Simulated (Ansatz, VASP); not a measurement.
**BeS in VASP and in Ansatz**

```xyz
2
Lattice="0.0000 2.3449 2.3449 2.3449 0.0000 2.3449 2.3449 2.3449 0.0000" Properties=species:S:1:pos:R:3 pbc="T T T"
Be    0.0000    0.0000    0.0000
S     2.3449    2.3449    2.3449
```

Change from the starting cell: functional pbesol, volume scaled by 1.04.

Alike in both runs: task single point; functional PBEsol; k mesh 13 × 13 × 13; occupations fermi-dirac, width 0.08 eV; no spin polarisation.

|  | VASP | Ansatz |
| --- | --- | --- |
| version | VASP 6.6.1 | Ansatz 0.2.0 |
| potentials or method | VASP PAW PBE potentials, release 64 (Be, S), cutoff 520 eV | all-electron LAPW, scalar-relativistic |

```tsv
	VASP	Ansatz	Ansatz less VASP
pressure (GPa)	-6.4	-6.5	-0.08
```

VASP's potentials were made for PBE, not for PBEsol. Ansatz ran all-electron here, and VASP with PAW potentials.
